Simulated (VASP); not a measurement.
Here is a VASP 6.6.1 calculation.

The input POSCAR:

```
Os
1.0
    2.7393806305      0.0000000000      0.0000000000
   -1.3696903153      2.3723732167      0.0000000000
    0.0000000000      0.0000000000      4.3138179171
Os
2
Direct
    0.3333333333      0.6666666667      0.2500000000
    0.6666666667      0.3333333333      0.7500000000
```

Contents of INCAR.step1:

```
  PREC = Accurate
  ENCUT = 520
  ISMEAR = -1
  SIGMA = 0.1
  LREAL = False
  LASPH = True
  NELM = 80
  NBANDS = 15
  GGA = PE
  ALGO = Normal
  EDIFF = 1E-4
  LWAVE = True
  LCHARG = False
```

Contents of INCAR.step2:

```
  PREC = Accurate
  ENCUT = 520
  EDIFF = 1E-7
  ISMEAR = -1
  SIGMA = 0.1
  LREAL = False
  LASPH = True
  NELM = 80
  ALGO = Normal
  ISIF = 2
  LWAVE = False
  LCHARG = False
  METAGGA = R2SCAN
  LMIXTAU = True
  NBANDS = 15
  ISTART = 1
```

The input KPOINTS:

```
regular mesh
0
Gamma
  22 22 12
```

Potentials or basis: VASP PAW PBE potentials, release 64 (Os).

Command:

```bash
$ cat potpaw_PBE.64/Os/POTCAR > POTCAR
$ cp INCAR.step1 INCAR
$ mpirun -np 1 vasp_std > vasp.out
$ cp INCAR.step2 INCAR
$ mpirun -np 1 vasp_std > vasp.out
```

(1) What does it give for the pressure?

(2) What does it give for the band gap on the k mesh?

Results:

(1) 1.0 GPa.

(2) zero (band 8 reaches 11.37 eV, above the bottom of band 9 at 7.31 eV).

Caveat: the PAW data sets were made with another functional, which shifts forces and pressure a little; spin-orbit coupling is left out, which moves the levels of the heavy elements.
